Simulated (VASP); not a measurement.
# Sr (Im-3m) in VASP: notebook, part 2 of 3

VASP 6.6.1.

### 3 Single point, PBEsol

This run uses another cell than the first one, of 57.75 Å³/atom, 1.020 times its volume.

The input, INCAR:

```
  PREC = Accurate
  ENCUT = 520
  EDIFF = 1E-6
  ISMEAR = -1
  SIGMA = 0.05
  LREAL = False
  LASPH = True
  NELM = 80
  ALGO = Normal
  ISIF = 2
  LWAVE = False
  LCHARG = False
  GGA = PS
  NBANDS = 11
```

The input, KPOINTS:

```
Automatic mesh
0
Gamma
  7 7 7
```

The input, POSCAR:

```
Sr
1.0
   -2.4350000000      2.4350000000      2.4350000000
    2.4350000000     -2.4350000000      2.4350000000
    2.4350000000      2.4350000000     -2.4350000000
Sr
1
Direct
    0.0000000000      0.0000000000      0.0000000000
```

Potentials or basis: VASP PAW PBE potentials, release 64 (Sr_sv).

On the command line:

```
> cat potpaw_PBE.64/Sr_sv/POTCAR > POTCAR
> mpirun -np 1 vasp_std > vasp.out
```

OUTCAR:

```text
PREC = Accurate
   ENCUT = 520
   EDIFF = 1E-6
   ISMEAR = -1
   LREAL = False
   LASPH = True
   NELM = 80
   ISIF = 2
   GGA = PS

 ion  position               nearest neighbor table
   1  0.000  0.000  0.000-

  LATTYP: Found a body centered cubic cell.
 ALAT       =     4.8700000000

  Lattice vectors:

 A1 = (  -2.4350000000,   2.4350000000,   2.4350000000)
 A2 = (   2.4350000000,  -2.4350000000,   2.4350000000)
 A3 = (   2.4350000000,   2.4350000000,  -2.4350000000)

Analysis of symmetry for initial positions (statically):
=====================================================================
 Subroutine PRICEL returns:
 Original cell was already a primitive cell.

 Routine SETGRP: Setting up the symmetry group for a
 body centered cubic supercell.

 Subroutine GETGRP returns: Found 48 space group operations
 (whereof 48 operations were pure point group operations)
 out of a pool of 48 trial point group operations.

The static configuration has the point symmetry O_h .

Analysis of symmetry for dynamics (positions and initial velocities):
=====================================================================
 Subroutine PRICEL returns:
 Original cell was already a primitive cell.

 Routine SETGRP: Setting up the symmetry group for a
 body centered cubic supercell.

 Subroutine GETGRP returns: Found 48 space group operations
 (whereof 48 operations were pure point group operations)
 out of a pool of 48 trial point group operations.

The dynamic configuration has the point symmetry O_h .

 Subroutine INISYM returns: Found 48 space group operations
 (whereof 48 operations are pure point group operations),
 and found     1 'primitive' translations

----------------------------------------------------------------------------------------

                                     Primitive cell

  volume of cell :      57.7507

  direct lattice vectors                    reciprocal lattice vectors
    -2.435000000  2.435000000  2.435000000     0.000000000  0.205338809  0.205338809
     2.435000000 -2.435000000  2.435000000     0.205338809  0.000000000  0.205338809
     2.435000000  2.435000000 -2.435000000     0.205338809  0.205338809  0.000000000

  length of vectors
     4.217543716  4.217543716  4.217543716     0.290392929  0.290392929  0.290392929

  position of ions in fractional coordinates (direct lattice)
     0.000000000  0.000000000  0.000000000

  ion indices of the primitive-cell ions
   primitive index   ion index
                 1           1

----------------------------------------------------------------------------------------

 KPOINTS: Automatic mesh

Automatic generation of k-mesh.
 Grid dimensions read from file:
 generate k-points for:    7    7    7

 Generating k-lattice:

  Cartesian coordinates                     Fractional coordinates (reciprocal lattice)
     0.000000000  0.029334116  0.029334116     0.142857143  0.000000000  0.000000000
     0.029334116  0.000000000  0.029334116     0.000000000  0.142857143  0.000000000
     0.029334116  0.029334116  0.000000000     0.000000000  0.000000000  0.142857143

  Length of vectors
     0.041484704  0.041484704  0.041484704

  Shift w.r.t. Gamma in fractional coordinates (k-lattice)
     0.000000000  0.000000000  0.000000000

 Subroutine IBZKPT returns following result:
 ===========================================

 Found     20 irreducible k-points:

 Following reciprocal coordinates:
            Coordinates               Weight
  0.000000  0.000000  0.000000      1.000000
  0.142857  0.000000  0.000000     12.000000
  0.285714  0.000000  0.000000     12.000000
  0.428571  0.000000  0.000000     12.000000
  0.142857  0.142857  0.000000     24.000000
  0.285714  0.142857 -0.000000     48.000000
[... 12 lines left out ...]
 -0.428571 -0.428571  0.285714      8.000000
 -0.428571  0.428571  0.428571      6.000000
   k-points           NKPTS =     20   k-points in BZ     NKDIM =     20   number of bands    NBANDS=     11
   number of dos      NEDOS =    301   number of ions     NIONS =      1
   total plane-waves  NPLWV =  32768
   dimension x,y,z NGX =    32 NGY =   32 NGZ =   32
   dimension x,y,z NGXF=    64 NGYF=   64 NGZF=   64
   ions per type =               1
   NGX,Y,Z   is equivalent  to a cutoff of  12.61, 12.61, 12.61 a.u.
   NGXF,Y,Z  is equivalent  to a cutoff of  25.23, 25.23, 25.23 a.u.
 SYSTEM =  unknown system
   PREC   = accura    normal or accurate (medium, high low for compatibility)
   ISTART =      0    job   : 0-new  1-cont  2-samecut
   ICHARG =      2    charge: 1-file 2-atom 10-const
   ISPIN  =      1    spin polarized calculation?
   LNONCOLLINEAR =      F non collinear calculations
   LSORBIT =      F    spin-orbit coupling
   LASPH  =      T    aspherical Exc in radial PAW
   ENCUT  =  520.0 eV  38.22 Ry    6.18 a.u.   7.84  7.84  7.84*2*pi/ulx,y,z
   NELM   =     80;   NELMIN=  2; NELMDL= -5     # of ELM steps
   EDIFF  = 0.1E-05   stopping-criterion for ELM
   LREAL  =      F    real-space projection
   EDIFFG = 0.1E-04   stopping-criterion for IOM
   NSW    =      0    number of steps for IOM
   IBRION =     -1    ionic relax: 0-MD 1-quasi-New 2-CG
   NFREE  =      0    steps in history (QN), initial steepest desc. (CG)
   ISIF   =      2    stress and relaxation
   ISYM   =      2    0-nonsym 1-usesym 2-fastsym
   POTIM  = 0.5000    time-step for ionic-motion
   TEBEG  =    0.0;   TEEND  =   0.0 temperature during run
   PSTRESS=    0.0 pullay stress
   NELECT =      10.0000    total number of electrons
   NUPDOWN=      -1.0000    fix difference up-down
   EMIN   =  10.00;   EMAX   =-10.00  energy-range for DOS
   EFERMI =   0.00;   METHOD = LEGACY
   ISMEAR =    -1;   SIGMA  =   0.05  broadening in eV -4-tet -1-fermi 0-gaus
   EFERMI_NEDOS =   21; number of points for ismear=-14 and -15
   IALGO  =     38    algorithm
   IMIX   =      4    mixing-type and parameters
     AMIX     =   0.40;   BMIX     =  1.00
     AMIX_MAG =   1.60;   BMIX_MAG =  1.00
  volume/ion in A,a.u.               =      57.75       389.72
  Fermi-wavevector in a.u.,A,eV,Ry     =   0.912478  1.724334 11.328437  0.832617
  Thomas-Fermi vector in A             =   2.036879
   LORBIT       =      0    0 simple, 1 ext, 2 COOP (PROOUT), +10 PAW based schemes
   GGA     = PS    functional components
   LHFCALC =     F    Hartree Fock is set to
   AEXX    =    0.0000 exact exchange contribution
   IVDW    =     0    specifies the selected vdW correction
   LEPSILON=     F    determine dielectric tensor
   LRPA    =     F    only Hartree local field effects (RPA)
 non-spin polarized calculation
  energy-cutoff  :      520.00
  volume of cell :       57.75
 maximum number of plane-waves:      1572
   NGX = 15   NGY = 15   NGZ = 15

 number of electron      10.0000000 magnetization

 Free energy of the ion-electron system (eV)
  ---------------------------------------------------
  ext. energy  EPLUGINS =         0.00000000
  ---------------------------------------------------
  free energy    TOTEN  =        -1.81609177 eV

  energy without entropy =       -1.80417827  energy(sigma->0) =       -1.81013502

 E-fermi :   1.3636     XC(G=0):  -7.2805

 val. band max:        1.2214497613   @ k =  -0.4286   0.4286   0.4286
 cond. band min:       1.3779664172   @ k =  -0.4286   0.4286   0.4286
 fundamental gap:      0.1565166559
 Fermi energy:         1.3635848919

 k-point     1 :       0.0000    0.0000    0.0000
  band No.  band energies     occupation
      1     -35.2995      2.00000
      2     -17.2061      2.00000
      3     -17.2061      2.00000
      4     -17.2061      2.00000
      5      -2.2410      2.00000
      6       3.6373      0.00000
      7       3.6373      0.00000
      8       3.6373      0.00000
      9       4.9187      0.00000
     10       4.9187      0.00000
     11       9.2445      0.00000
[... 253 lines left out ...]
 k-point    20 :      -0.4286    0.4286    0.4286
  band No.  band energies     occupation
      1     -35.2787      2.00000
      2     -17.3266      2.00000
      3     -17.3213      2.00000
      4     -17.3213      2.00000
      5       1.2214      1.88988
      6       1.3780      0.85717
      7       4.3341      0.00000
      8       4.3679      0.00000
      9       4.3679      0.00000
     10       5.9647      0.00000
     11       6.7339      0.00000

------------------------ aborting loop because EDIFF is reached ----------------------------------------

  FORCE on cell =-STRESS in cart. coord.  units (eV):
  Direction    XX          YY          ZZ          XY          YZ          ZX
  --------------------------------------------------------------------------------------
  -------------------------------------------------------------------------------------
  Total       -0.4431491     -0.4431491     -0.4431491     -0.0000000     -0.0000000      0.0000000
  in kB      -12.2942921    -12.2942921    -12.2942921     -0.0000000     -0.0000000      0.0000000
  external PRESSURE =     -12.2942921 kB  Pullay stress =       0.0000000 kB

 VOLUME and BASIS-vectors are now :
 -----------------------------------------------------------------------------
  energy-cutoff  :      520.00
  volume of cell :       57.75
      direct lattice vectors                 reciprocal lattice vectors
    -2.435000000  2.435000000  2.435000000     0.000000000  0.205338809  0.205338809
     2.435000000 -2.435000000  2.435000000     0.205338809  0.000000000  0.205338809
     2.435000000  2.435000000 -2.435000000     0.205338809  0.205338809  0.000000000

 POSITION                                       TOTAL-FORCE (eV/Angst)
 -----------------------------------------------------------------------------------
      0.00000      0.00000      0.00000        -0.000000     -0.000000     -0.000000
 -----------------------------------------------------------------------------------
    total drift:                                0.000000      0.000000     -0.000000

  FREE ENERGIE OF THE ION-ELECTRON SYSTEM (eV)
  ---------------------------------------------------
  free  energy   TOTEN  =        -1.8160917729 eV

  energy  without entropy=       -1.8041782675  energy(sigma->0) =       -1.81013502
```

OSZICAR:

```text
N       E                     dE             d eps       ncg     rms          rms(c)
DAV:   1     0.398934558070E+02    0.39893E+02   -0.47970E+03   440   0.785E+02
DAV:   2     0.142212880055E+00   -0.39751E+02   -0.38836E+02   512   0.156E+02
DAV:   3    -0.174589102361E+01   -0.18881E+01   -0.18691E+01   666   0.259E+01
DAV:   4    -0.181348784224E+01   -0.67597E-01   -0.67456E-01   552   0.445E+00
DAV:   5    -0.181567379510E+01   -0.21860E-02   -0.21859E-02   642   0.537E-01    0.109E+01
DAV:   6    -0.181569652997E+01   -0.22735E-04   -0.64285E-03   540   0.908E-01    0.609E+00
DAV:   7    -0.181602057271E+01   -0.32404E-03   -0.11225E-02   480   0.117E+00    0.266E-01
DAV:   8    -0.181606153410E+01   -0.40961E-04   -0.11668E-03   702   0.206E-01    0.560E-02
DAV:   9    -0.181608126979E+01   -0.19736E-04   -0.14625E-05   500   0.308E-02    0.274E-02
DAV:  10    -0.181609205683E+01   -0.10787E-04   -0.36408E-06   578   0.169E-02    0.354E-03
DAV:  11    -0.181609177287E+01    0.28397E-06   -0.23664E-07   307   0.354E-03
   1 F= -.18160918E+01 E0= -.18101350E+01  d E =-.119135E-01
```

Wall time 4.6 s (1 thread of Intel Xeon 6975P-C (Granite Rapids), shared host); peak memory 0.17 GiB.

What came out:

```yaml
Free_energy: -1.8161 eV
Pressure: -1.2 GPa
Band_gap_on_the_k_mesh: zero (band 5 reaches 1.60 eV, above the bottom of band 6 at 1.38 eV)
```

Caveat: the PAW data sets were made with another functional, which shifts forces and pressure a little.

### 4 Single point, PBEsol

This run uses another cell than the first one, of 58.91 Å³/atom, 1.041 times its volume.

The input, INCAR:

```
  PREC = Accurate
  ENCUT = 520
  EDIFF = 1E-6
  ISMEAR = -1
  SIGMA = 0.05
  LREAL = F
  LASPH = T
  NELM = 100
  ALGO = Normal
  ISIF = 2
  LWAVE = F
  LCHARG = T
  GGA = PS
  LELF = T
  LVHAR = T
  NBANDS = 11
```

The input, KPOINTS:

```
regular mesh
0
Gamma
  7 7 7
```

The input, POSCAR:

```
Sr
1.0
   -2.4511262978      2.4511262978      2.4511262978
    2.4511262978     -2.4511262978      2.4511262978
    2.4511262978      2.4511262978     -2.4511262978
Sr
1
Direct
    0.0000000000      0.0000000000      0.0000000000
```

Potentials or basis: VASP PAW PBE potentials, release 64 (Sr_sv).

On the command line:

```
> cat potpaw_PBE.64/Sr_sv/POTCAR > POTCAR
> mpirun -np 1 vasp_std > vasp.out
```

OUTCAR:

```text
PREC = Accurate
   ENCUT = 520
   EDIFF = 1E-6
   ISMEAR = -1
   LREAL = F
   LASPH = T
   NELM = 100
   ISIF = 2
   GGA = PS

 ion  position               nearest neighbor table
   1  0.000  0.000  0.000-

  LATTYP: Found a body centered cubic cell.
 ALAT       =     4.9022525956

  Lattice vectors:

 A1 = (  -2.4511262978,   2.4511262978,   2.4511262978)
 A2 = (   2.4511262978,  -2.4511262978,   2.4511262978)
 A3 = (   2.4511262978,   2.4511262978,  -2.4511262978)

Analysis of symmetry for initial positions (statically):
=====================================================================
 Subroutine PRICEL returns:
 Original cell was already a primitive cell.

 Routine SETGRP: Setting up the symmetry group for a
 body centered cubic supercell.

 Subroutine GETGRP returns: Found 48 space group operations
 (whereof 48 operations were pure point group operations)
 out of a pool of 48 trial point group operations.

The static configuration has the point symmetry O_h .

Analysis of symmetry for dynamics (positions and initial velocities):
[... 158 lines left out ...]
 k-point     1 :       0.0000    0.0000    0.0000
  band No.  band energies     occupation
      1     -35.4046      2.00000
      2     -17.3136      2.00000
      3     -17.3136      2.00000
      4     -17.3136      2.00000
      5      -2.2732      2.00000
      6       3.5498      0.00000
      7       3.5498      0.00000
      8       3.5498      0.00000
      9       4.8086      0.00000
     10       4.8086      0.00000
     11       9.1096      0.00000
[... 253 lines left out ...]
 k-point    20 :      -0.4286    0.4286    0.4286
  band No.  band energies     occupation
      1     -35.3857      2.00000
      2     -17.4260      2.00000
      3     -17.4211      2.00000
      4     -17.4211      2.00000
      5       1.1760      1.85412
      6       1.3368      0.67529
      7       4.2013      0.00000
      8       4.2466      0.00000
      9       4.2466      0.00000
     10       5.8273      0.00000
     11       6.5731      0.00000

------------------------ aborting loop because EDIFF is reached ----------------------------------------

  FORCE on cell =-STRESS in cart. coord.  units (eV):
  Direction    XX          YY          ZZ          XY          YZ          ZX
  --------------------------------------------------------------------------------------
  -------------------------------------------------------------------------------------
  Total       -0.5030848     -0.5030848     -0.5030848      0.0000000      0.0000000     -0.0000000
  in kB      -13.6834209    -13.6834209    -13.6834209      0.0000000      0.0000000     -0.0000000
  external PRESSURE =     -13.6834209 kB  Pullay stress =       0.0000000 kB

 VOLUME and BASIS-vectors are now :
 -----------------------------------------------------------------------------
  energy-cutoff  :      520.00
  volume of cell :       58.91
      direct lattice vectors                 reciprocal lattice vectors
    -2.451126298  2.451126298  2.451126298     0.000000000  0.203987857  0.203987857
     2.451126298 -2.451126298  2.451126298     0.203987857  0.000000000  0.203987857
     2.451126298  2.451126298 -2.451126298     0.203987857  0.203987857  0.000000000

 POSITION                                       TOTAL-FORCE (eV/Angst)
 -----------------------------------------------------------------------------------
      0.00000      0.00000      0.00000         0.000000      0.000000      0.000000
 -----------------------------------------------------------------------------------
    total drift:                                0.000000      0.000000     -0.000000

  FREE ENERGIE OF THE ION-ELECTRON SYSTEM (eV)
  ---------------------------------------------------
  free  energy   TOTEN  =        -1.8067339364 eV

  energy  without entropy=       -1.7941259786  energy(sigma->0) =       -1.80042996
```

OSZICAR:

```text
N       E                     dE             d eps       ncg     rms          rms(c)
DAV:   1     0.362117203501E+02    0.36212E+02   -0.46818E+03   440   0.776E+02
DAV:   2    -0.714605558479E-01   -0.36283E+02   -0.35653E+02   511   0.150E+02
DAV:   3    -0.167953528331E+01   -0.16081E+01   -0.15880E+01   624   0.247E+01
DAV:   4    -0.180378477599E+01   -0.12425E+00   -0.12390E+00   593   0.564E+00
DAV:   5    -0.180575940334E+01   -0.19746E-02   -0.19745E-02   614   0.749E-01    0.108E+01
DAV:   6    -0.180613467110E+01   -0.37527E-03   -0.68735E-03   537   0.924E-01    0.603E+00
DAV:   7    -0.180665807151E+01   -0.52340E-03   -0.11338E-02   502   0.118E+00    0.266E-01
DAV:   8    -0.180670496179E+01   -0.46890E-04   -0.12591E-03   685   0.214E-01    0.538E-02
DAV:   9    -0.180672155093E+01   -0.16589E-04   -0.17255E-05   523   0.323E-02    0.287E-02
DAV:  10    -0.180673432234E+01   -0.12771E-04   -0.44044E-06   548   0.202E-02    0.605E-03
DAV:  11    -0.180673393643E+01    0.38591E-06   -0.33223E-07   346   0.442E-03
   1 F= -.18067339E+01 E0= -.18004300E+01  d E =-.126080E-01
```

stdout:

```text
POSCAR found type information on POSCAR Sr
 POSCAR found :  1 types and       1 ions
 scaLAPACK will be used
 -----------------------------------------------------------------------------
|                                                                             |
|                                                                             |
|     You enforced a specific xc type in the INCAR file but a different       |
|     I HOPE YOU KNOW WHAT YOU ARE DOING!                                     |
|                                                                             |
 -----------------------------------------------------------------------------

 LDA part: xc-table for (Slater+PW92), standard interpolation
 POSCAR, INCAR and KPOINTS ok, starting setup
 FFT: planning ... GRIDC
 FFT: planning ... GRID_SOFT
 FFT: planning ... GRID
 WAVECAR not read
 entering main loop
```

It took 4.5 s on 1 thread of Intel Xeon 6975P-C (Granite Rapids), shared host; peak memory 0.17 GiB.

Results:

```yaml
Free_energy: -1.8067 eV
Pressure: -1.4 GPa
Band_gap_on_the_k_mesh: zero (band 5 reaches 1.53 eV, above the bottom of band 6 at 1.33 eV)
```

Levels at points of the mesh, in eV from the Fermi level:
| k point | band 3 | band 4 | band 5 | band 6 | band 7 | band 8 |
| --- | --- | --- | --- | --- | --- | --- |
| (0.00, 0.00, 0.00) | -18.62 | -18.62 | -3.58 | 2.25 | 2.25 | 2.25 |

Caveat: the PAW data sets were made with another functional, which shifts forces and pressure a little.

[end of part 2 of 3]
